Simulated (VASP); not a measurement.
Input of a VASP 6.6.1 run:

File INCAR:

```
SYSTEM = Au
  PREC = Accurate
  ENCUT = 520
  EDIFF = 1E-7
  ISMEAR = 0
  SIGMA = 0.1
  LREAL = .False.
  LASPH = .True.
  NELM = 80
  ALGO = Fast
  ISIF = 2
  LWAVE = .False.
  LCHARG = .False.
  GGA = PS
  NBANDS = 18
```

The input KPOINTS:

```
regular mesh
0
Gamma
  9 9 16
  0 0 0
```

File POSCAR:

```
Au
1.0
    4.0010029893      0.0000000000     -0.0036475019
    0.0000000000      4.0010046519      0.0000000000
   -2.0024093767      0.0000000000      2.1123664325
Au
2
Direct
    0.0000000000      0.0000000000      0.0000000000
    0.5000000000      0.5000000000      0.0000000000
```

Potentials or basis: VASP PAW PBE potentials, release 64 (Au).

Run with:

```bash
$ cat potpaw_PBE.64/Au/POTCAR > POTCAR
$ mpirun -np 1 vasp_std > vasp.out
```

Q: What does it give for the band gap on the k mesh?

A: Zero (band 11 reaches 13.80 eV, above the bottom of band 12 at 6.82 eV).

Q: Predict the pressure.

A: 1.0 GPa.

Stress tensor (GPa, compression positive):
```
 1.86  0.00 -0.04
 0.00  1.46  0.00
-0.04  0.00 -0.37
```

Caveat: the PAW data sets were made with another functional, which shifts forces and pressure a little; spin-orbit coupling is left out, which moves the levels of the heavy elements.
